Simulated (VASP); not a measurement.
# I (Cmce) in VASP: further runs

I is run at these levels: PBEsol-based screened hybrid with 25 % exact exchange, r2SCANh, r2SCAN; tasks: single point.

All numbers are computed with VASP 6.6.1; they aren't measurements. Logs are shortened: lines on timing, memory, paths and dates and some standing lists are left out, and cuts for length are marked.

### 1 The cell of the first run

Symmetry: Cmce, No. 64, orthorhombic system. The conventional cell has a = 7.270 Å, b = 4.790 Å, c = 9.793 Å, α = 90.00°, β = 90.00°, γ = 90.00°. I (site symmetry m) has 3 I at 2.68 to 3.56 Å within 3.6 Å.

### 2 Single point, PBEsol-based screened hybrid with 25 % exact exchange

The input, POSCAR:

```
I
1.0
    3.6350350000     -2.3950200000      0.0000000000
    3.6350350000      2.3950200000      0.0000000000
    0.0000000000      0.0000000000      9.7934400000
I
4
Direct
    0.6493000000      0.3507000000      0.3844000000
    0.1493000000      0.8507000000      0.1156000000
    0.3507000000      0.6493000000      0.6156000000
    0.8507000000      0.1493000000      0.8844000000
```

The input, INCAR.step1:

```
PREC     = Accurate       # precision mode
ENCUT    = 520            # plane-wave cutoff, eV
EDIFF    = 1E-5           # SCF threshold, eV
ISMEAR   = -1             # smearing method
SIGMA    = 0.05           # smearing width, eV
LREAL    = F              # projectors in reciprocal space
LASPH    = T              # aspherical terms in the spheres
NELM     = 80             # most SCF steps
ALGO     = Normal         # electronic algorithm
ISIF     = 2              # what is computed and relaxed
LWAVE    = T              # write WAVECAR
NBANDS   = 22             # bands
GGA      = PE             # functional
LUSENCCL = F
```

The input, INCAR.step2:

```
PREC     = Accurate       # precision mode
ENCUT    = 520            # plane-wave cutoff, eV
EDIFF    = 1E-6           # SCF threshold, eV
ISMEAR   = -1             # smearing method
SIGMA    = 0.05           # smearing width, eV
LREAL    = F              # projectors in reciprocal space
LASPH    = T              # aspherical terms in the spheres
NELM     = 80             # most SCF steps
ALGO     = Normal         # electronic algorithm
ISIF     = 2              # what is computed and relaxed
LWAVE    = F              # write WAVECAR
LCHARG   = T              # write CHGCAR
GGA      = PS             # functional
LHFCALC  = T              # exact exchange
AEXX     = 0.25           # exact-exchange fraction
HFSCREEN = 0.207          # screening, 1/A
PRECFOCK = Normal       
LELF     = T              # ELF
LVHAR    = T            
NBANDS   = 22             # bands
ISTART   = 1            
LUSENCCL = F
```

The input, KPOINTS:

```
Automatic mesh
0
Gamma
  4 4 2
```

Potentials or basis: VASP PAW PBE potentials, release 64 (I).

Run with:

```console
$ cat potpaw_PBE.64/I/POTCAR > POTCAR
$ cp INCAR.step1 INCAR
$ mpirun -np 1 vasp_std > vasp.out
$ cp INCAR.step2 INCAR
$ mpirun -np 1 vasp_std > vasp.out
```

OUTCAR:

```text
PREC = Accurate
   ENCUT = 520
   EDIFF = 1E-6
   ISMEAR = -1
   LREAL = F
   LASPH = T
   NELM = 80
   ISIF = 2
   GGA = PS
   LHFCALC = T
   AEXX = 0.25
   HFSCREEN = 0.207
   PRECFOCK = Normal
   ISTART = 1

 ion  position               nearest neighbor table
   1  0.649  0.351  0.384-   3 2.68   2 3.56   2 3.56
   2  0.149  0.851  0.116-   4 2.68   1 3.56   1 3.56
   3  0.351  0.649  0.616-   1 2.68   4 3.56   4 3.56
   4  0.851  0.149  0.884-   2 2.68   3 3.56   3 3.56

  LATTYP: Found a base centered orthorhombic cell.
 ALAT       =     4.7900400000
 B/A-ratio  =     1.5177472422
 C/A-ratio  =     2.0445424255

  Lattice vectors:

 A1 = (  -3.6350350000,  -2.3950200000,   0.0000000000)
 A2 = (   3.6350350000,  -2.3950200000,   0.0000000000)
 A3 = (   0.0000000000,   0.0000000000,   9.7934400000)

Analysis of symmetry for initial positions (statically):
=====================================================================
 Subroutine PRICEL returns:
 Original cell was already a primitive cell.

 Routine SETGRP: Setting up the symmetry group for a
 base centered orthorhombic supercell.

 Subroutine GETGRP returns: Found  8 space group operations
 (whereof  4 operations were pure point group operations)
 out of a pool of  8 trial point group operations.

The static configuration has the point symmetry C_2h.
 The point group associated with its full space group is D_2h.

Analysis of symmetry for dynamics (positions and initial velocities):
=====================================================================
 Subroutine PRICEL returns:
 Original cell was already a primitive cell.

 Routine SETGRP: Setting up the symmetry group for a
 base centered orthorhombic supercell.

 Subroutine GETGRP returns: Found  8 space group operations
 (whereof  4 operations were pure point group operations)
 out of a pool of  8 trial point group operations.

The dynamic configuration has the point symmetry C_2h.
 The point group associated with its full space group is D_2h.

[... 88 lines left out ...]
   LASPH  =      T    aspherical Exc in radial PAW
   ENCUT  =  520.0 eV  38.22 Ry    6.18 a.u.   8.09  8.09 18.21*2*pi/ulx,y,z
   NELM   =     80;   NELMIN=  2; NELMDL=  0     # of ELM steps
   EDIFF  = 0.1E-05   stopping-criterion for ELM
   LREAL  =      F    real-space projection
   EDIFFG = 0.1E-04   stopping-criterion for IOM
   NSW    =      0    number of steps for IOM
   IBRION =     -1    ionic relax: 0-MD 1-quasi-New 2-CG
   NFREE  =      0    steps in history (QN), initial steepest desc. (CG)
   ISIF   =      2    stress and relaxation
   ISYM   =      3    0-nonsym 1-usesym 2-fastsym
   POTIM  = 0.5000    time-step for ionic-motion
   TEBEG  =    0.0;   TEEND  =   0.0 temperature during run
   PSTRESS=    0.0 pullay stress
   NELECT =      28.0000    total number of electrons
   NUPDOWN=      -1.0000    fix difference up-down
   EMIN   =  10.00;   EMAX   =-10.00  energy-range for DOS
   EFERMI =   0.00;   METHOD = LEGACY
   ISMEAR =    -1;   SIGMA  =   0.05  broadening in eV -4-tet -1-fermi 0-gaus
   EFERMI_NEDOS =   21; number of points for ismear=-14 and -15
   IALGO  =     38    algorithm
   IMIX   =      1    mixing-type and parameters
     AMIX     =   0.40;   BMIX     =  1.00
     AMIX_MAG =   1.60;   BMIX_MAG =  1.00
  volume/ion in A,a.u.               =      42.63       287.69
  Fermi-wavevector in a.u.,A,eV,Ry     =   0.896465  1.694073 10.934307  0.803649
  Thomas-Fermi vector in A             =   2.018926
   LORBIT       =      0    0 simple, 1 ext, 2 COOP (PROOUT), +10 PAW based schemes
   GGA     = PS    functional components
   LHFCALC =     T    Hartree Fock is set to
   PRECFOCK=normal    Normal, Fast or Accurate (Low or Medium for compatibility)
   ENCUT4O =  -1.0   cutoff for four orbital integrals eV
   NKREDX  =     1    reduce k-point grid by
   NKREDY  =     1    reduce k-point grid by
   NKREDZ  =     1    reduce k-point grid by
   AEXX    =    0.2500 exact exchange contribution
   HFSCREEN=    0.2070 screening length (either q_TF or 0.3 A-1)
   HFSCREENC=   0.2070 screening length for correlation (either q_TF or 0.3 A-1)
   ENCUTFOCK=  -1.0 apply spherical cutoff to Coloumb kernel
   IVDW    =     0    specifies the selected vdW correction
   LEPSILON=     F    determine dielectric tensor
   LRPA    =     F    only Hartree local field effects (RPA)
 non-spin polarized calculation
  energy-cutoff  :      520.00
  volume of cell :      170.52
 maximum number of plane-waves:      4632
  NGX = 28; NGY = 28; NGZ = 56

 number of electron      28.0000001 magnetization

 Free energy of the ion-electron system (eV)
  ---------------------------------------------------
  ext. energy  EPLUGINS =         0.00000000
  ---------------------------------------------------
  free energy    TOTEN  =        -8.73018492 eV

  energy without entropy =       -8.73018491  energy(sigma->0) =       -8.73018491

 E-fermi :   2.8832     XC(G=0):  -6.8725

 val. band max:        1.8232701988   @ k =   0.5000   0.0000   0.5000
 cond. band min:       3.9179314528   @ k =   0.5000   0.5000   0.0000
 fundamental gap:      2.0946612539
 Fermi energy:         2.8832046820

 k-point     1 :       0.0000    0.0000    0.0000
  band No.  band energies     occupation
      1     -12.9779      2.00000
      2     -12.4568      2.00000
      3     -10.6956      2.00000
      4      -9.6038      2.00000
      5      -2.9699      2.00000
      6      -1.4606      2.00000
[... 339 lines left out ...]
     21       9.9304      0.00000
     22       9.9304      0.00000

------------------------ aborting loop because EDIFF is reached ----------------------------------------

  FORCE on cell =-STRESS in cart. coord.  units (eV):
  Direction    XX          YY          ZZ          XY          YZ          ZX
  --------------------------------------------------------------------------------------
  -------------------------------------------------------------------------------------
  Total        0.1062226     -0.5941909     -0.4886892      0.0000000      0.0000000      0.0000000
  in kB        0.9980318     -5.5828191     -4.5915608      0.0000000      0.0000000      0.0000000
  external PRESSURE =      -3.0587827 kB  Pullay stress =       0.0000000 kB

 VOLUME and BASIS-vectors are now :
 -----------------------------------------------------------------------------
  energy-cutoff  :      520.00
  volume of cell :      170.52
      direct lattice vectors                 reciprocal lattice vectors
     3.635035000 -2.395020000  0.000000000     0.137550257 -0.208766524  0.000000000
     3.635035000  2.395020000  0.000000000     0.137550257  0.208766524 -0.000000000
     0.000000000  0.000000000  9.793440000    -0.000000000  0.000000000  0.102109167

 POSITION                                       TOTAL-FORCE (eV/Angst)
 -----------------------------------------------------------------------------------
      3.63503     -0.71515      3.76460         0.000000     -0.062499     -0.223079
      3.63503      1.67987      1.13212         0.000000     -0.062499      0.223079
      3.63503      0.71515      6.02884         0.000000      0.062499      0.223079
      3.63503     -1.67987      8.66132         0.000000      0.062499     -0.223079
 -----------------------------------------------------------------------------------
    total drift:                                0.000000      0.000000     -0.000000

  FREE ENERGIE OF THE ION-ELECTRON SYSTEM (eV)
  ---------------------------------------------------
  free  energy   TOTEN  =        -8.7301849150 eV

  energy  without entropy=       -8.7301849147  energy(sigma->0) =       -8.73018491
```

OSZICAR.step1:

```text
N       E                     dE             d eps       ncg     rms          rms(c)
DAV:   1     0.150384658695E+03    0.15038E+03   -0.10353E+04   616   0.102E+03
DAV:   2     0.569851409996E+01   -0.14469E+03   -0.14003E+03   868   0.158E+02
DAV:   3    -0.584345492107E+01   -0.11542E+02   -0.11502E+02   786   0.501E+01
DAV:   4    -0.610775135299E+01   -0.26430E+00   -0.26425E+00   794   0.904E+00
DAV:   5    -0.611429620821E+01   -0.65449E-02   -0.65447E-02   758   0.139E+00    0.983E+00
DAV:   6    -0.594110749254E+01    0.17319E+00   -0.15118E-01   730   0.175E+00    0.671E+00
DAV:   7    -0.589392911549E+01    0.47178E-01   -0.38434E-01   712   0.275E+00    0.699E-01
DAV:   8    -0.588305326815E+01    0.10876E-01   -0.54985E-02   664   0.110E+00    0.364E-01
DAV:   9    -0.588317045521E+01   -0.11719E-03   -0.14346E-03   760   0.206E-01    0.206E-01
DAV:  10    -0.588326936908E+01   -0.98914E-04   -0.10758E-04   694   0.606E-02    0.150E-01
DAV:  11    -0.588327007294E+01   -0.70387E-06   -0.43818E-05   736   0.309E-02
   1 F= -.58832701E+01 E0= -.58832697E+01  d E =-.692656E-06
```

It took 11 min on 1 × NVIDIA H100 80GB with 1 thread of AMD EPYC 7R13 (Zen 3), shared host; peak memory 1.3 GiB.

What came out:

| Item | Value |
| --- | --- |
| Free energy | -8.7302 eV |
| Pressure | -0.3 GPa |
| Largest force | 0.232 eV/Å |
| Band gap on the k mesh | 2.09 eV (least direct gap 2.29 eV) |

Forces on the atoms (eV/Å):
```
I    0.000 -0.062 -0.223
I    0.000 -0.062  0.223
I    0.000  0.062  0.223
I    0.000  0.062 -0.223
```

Caveat: this functional lacks dispersion, which holds the molecules together, so the pressure and a relaxed volume are unreliable; the PAW data sets were made with another functional, which shifts forces and pressure a little; spin-orbit coupling is left out, which moves the levels of the heavy elements.

### 3 Single point, r2SCANh

POSCAR is that of step 2.

The input, INCAR.step1:

```
SYSTEM = I
PREC     = Accurate       ! precision mode
ENCUT    = 520            ! plane-wave cutoff, eV
EDIFF    = 1E-5           ! SCF threshold, eV
ISMEAR   = -1             ! smearing method
SIGMA    = 0.05           ! smearing width, eV
LREAL    = .False.        ! projectors in reciprocal space
LASPH    = .True.         ! aspherical terms in the spheres
NELM     = 60             ! most SCF steps
ALGO     = Normal         ! electronic algorithm
ISIF     = 2              ! what is computed and relaxed
LWAVE    = .True.         ! write WAVECAR
NBANDS   = 22             ! bands
GGA      = PE             ! functional
```

The input, INCAR.step2:

```
SYSTEM = I
PREC     = Accurate       ! precision mode
ENCUT    = 520            ! plane-wave cutoff, eV
EDIFF    = 1E-6           ! SCF threshold, eV
ISMEAR   = -1             ! smearing method
SIGMA    = 0.05           ! smearing width, eV
LREAL    = .False.        ! projectors in reciprocal space
LASPH    = .True.         ! aspherical terms in the spheres
NELM     = 60             ! most SCF steps
ALGO     = Normal         ! electronic algorithm
ISIF     = 2              ! what is computed and relaxed
LWAVE    = .False.        ! write WAVECAR
LCHARG   = .True.         ! write CHGCAR
METAGGA  = R2SCAN         ! meta-GGA
LHFCALC  = .True.         ! exact exchange
AEXX     = 0.1            ! exact-exchange fraction
LMIXTAU  = .True.       
PRECFOCK = Normal       
LELF     = .True.         ! ELF
LVHAR    = .True.       
NBANDS   = 22             ! bands
ISTART   = 1
```

The input, KPOINTS:

```
regular mesh
0
Gamma
  4 4 2
  0 0 0
```

Potentials or basis: VASP PAW PBE potentials, release 64 (I).

Run with:

```console
$ cat potpaw_PBE.64/I/POTCAR > POTCAR
$ cp INCAR.step1 INCAR
$ mpirun -np 1 vasp_std > vasp.out
$ cp INCAR.step2 INCAR
$ mpirun -np 1 vasp_std > vasp.out
```

It took 63 min on 1 thread of AMD EPYC 7R43 (Zen 3), shared host; peak memory 0.33 GiB.

The run converged. Its results:

```yaml
Free_energy: -90.4738 eV
Pressure: 0.9 GPa
Largest_force: 0.406 eV/Å
Band_gap_on_the_k_mesh: 2.09 eV (least direct gap 2.28 eV)
```

Forces on the atoms (eV/Å):
```
I    0.000 -0.185 -0.362
I    0.000 -0.185  0.362
I    0.000  0.185  0.362
I    0.000  0.185 -0.362
```

Stress tensor (GPa, compression positive):
```
0.57 0.00 0.00
0.00 0.67 0.00
0.00 0.00 1.40
```

Levels at points of the mesh, in eV from the valence-band top:
```csv
k point,band 12,band 13,band 14,band 15,band 16,band 17
"(0.00, 0.00, 0.00)",-0.59,-0.17,-0.09,2.18,3.06,6.27
"(0.50, 0.00, 0.00)",-1.28,-0.48,-0.48,3.04,3.04,6.46
"(0.50, 0.50, 0.00)",-1.42,-0.77,-0.38,2.09,2.65,6.12
"(0.00, 0.00, 0.50)",-1.09,-0.13,-0.13,2.48,2.48,6.79
"(0.50, 0.00, 0.50)",-0.83,0.00,0.00,2.48,2.48,6.84
"(0.50, 0.50, 0.50)",-1.31,-1.09,-1.09,2.23,2.23,7.10
```

Caveat: the PAW data sets were made with another functional, which shifts forces and pressure a little; spin-orbit coupling is left out, which moves the levels of the heavy elements.

### 4 Single point, r2SCAN

This run uses another cell than the first one, of 45.19 Å³/atom.

The input, POSCAR:

```
I
1.0
    3.7063282960     -2.4419931020      0.0000000000
    3.7063282960      2.4419931020      0.0000000000
    0.0000000000      0.0000000000      9.9855169996
I
4
Direct
    0.6493000000      0.3507000000      0.3844000000
    0.1493000000      0.8507000000      0.1156000000
    0.3507000000      0.6493000000      0.6156000000
    0.8507000000      0.1493000000      0.8844000000
```

The input, INCAR.step1:

```
SYSTEM = I
PREC     = Accurate       ! precision mode
ENCUT    = 520            ! plane-wave cutoff, eV
ISMEAR   = -1             ! smearing method
SIGMA    = 0.05           ! smearing width, eV
LREAL    = .False.        ! projectors in reciprocal space
LASPH    = .True.         ! aspherical terms in the spheres
NELM     = 80             ! most SCF steps
NBANDS   = 22             ! bands
GGA      = PE             ! functional
ALGO     = Normal         ! electronic algorithm
EDIFF    = 1E-4           ! SCF threshold, eV
LWAVE    = .True.         ! write WAVECAR
LCHARG   = .False.        ! write CHGCAR
```

The input, INCAR.step2:

```
SYSTEM = I
PREC     = Accurate       ! precision mode
ENCUT    = 520            ! plane-wave cutoff, eV
EDIFF    = 1E-7           ! SCF threshold, eV
ISMEAR   = -1             ! smearing method
SIGMA    = 0.05           ! smearing width, eV
LREAL    = .False.        ! projectors in reciprocal space
LASPH    = .True.         ! aspherical terms in the spheres
NELM     = 80             ! most SCF steps
ALGO     = Normal         ! electronic algorithm
ISIF     = 2              ! what is computed and relaxed
LWAVE    = .False.        ! write WAVECAR
LCHARG   = .False.        ! write CHGCAR
METAGGA  = R2SCAN         ! meta-GGA
LMIXTAU  = .True.       
NBANDS   = 22             ! bands
ISTART   = 1
```

The input, KPOINTS:

```
Automatic mesh
0
Gamma
  7 7 3
  0 0 0
```

Run with:

```console
$ cat potpaw_PBE.64/I/POTCAR > POTCAR
$ cp INCAR.step1 INCAR
$ mpirun -np 1 vasp_std > vasp.out
$ cp INCAR.step2 INCAR
$ mpirun -np 1 vasp_std > vasp.out
```

Run time: 17 min. Hardware: 1 thread of Intel Xeon 8259CL, shared host; peak memory 0.39 GiB.

It converged, with:

```yaml
Free_energy: -98.1785 eV
Pressure: -0.3 GPa
Largest_force: 0.172 eV/Å
Band_gap_on_the_k_mesh: 1.43 eV (least direct gap 1.50 eV)
```

Forces on the atoms (eV/Å):
```
I    0.000 -0.020 -0.171
I    0.000 -0.020  0.171
I    0.000  0.020  0.171
I    0.000  0.020 -0.171
```

Stress tensor (GPa, compression positive):
```
 0.26  0.00  0.00
 0.00 -0.51  0.00
 0.00  0.00 -0.63
```

Levels at points of the mesh, in eV from the valence-band top:
```tsv
k point	band 12	band 13	band 14	band 15	band 16	band 17
(0.00, 0.00, 0.00)	-0.48	-0.07	0.00	1.50	2.29	5.91
```

Caveat: the PAW data sets were made with another functional, which shifts forces and pressure a little; spin-orbit coupling is left out, which moves the levels of the heavy elements; an odd mesh through Γ misses points on the zone boundary, where band edges can lie. r2SCAN opens gaps a little over a GGA but as a rule still falls short of measured ones.

### 5 Summary

| level | cell | k mesh | grid for exact exchange (PRECFOCK) | share of exact exchange | screening parameter | gap on the mesh (eV) | pressure (GPa) | largest force (eV/Å) |
| --- | --- | --- | --- | --- | --- | --- | --- | --- |
| PBEsol-based screened hybrid with 25 % exact exchange | a = 4.353, b = 4.353, c = 9.793 Å, angles 90.0, 90.0, 66.8°, 4 atoms | 4 × 4 × 2 | Normal | 0.25 | 0.207 1/Å | 2.09 | -0.3 | 0.23 |
| r2SCANh | a = 4.353, b = 4.353, c = 9.793 Å, angles 90.0, 90.0, 66.8°, 4 atoms | 4 × 4 × 2 | Normal | 0.1 | - | 2.09 | 0.9 | 0.41 |
| r2SCAN | a = 4.438, b = 4.438, c = 9.986 Å, angles 90.0, 90.0, 66.8°, 4 atoms | 7 × 7 × 3 | - | - | - | 1.43 | -0.3 | 0.17 |

Alike in all rows: task single point; potentials or basis VASP PAW PBE potentials, release 64 (I); no spin polarisation; cutoff (eV) 520; smearing fermi-dirac 0.05 eV.

Caveats: the PAW data sets were made with another functional, which shifts forces and pressure a little; spin-orbit coupling is left out, which moves the levels of the heavy elements; this functional lacks dispersion, which holds the molecules together, so the pressure and a relaxed volume are unreliable (at least some runs); an odd mesh through Γ misses points on the zone boundary, where band edges can lie (at least some runs).

Total energies depend on the potentials used, so only differences within one code and one set of settings carry meaning.
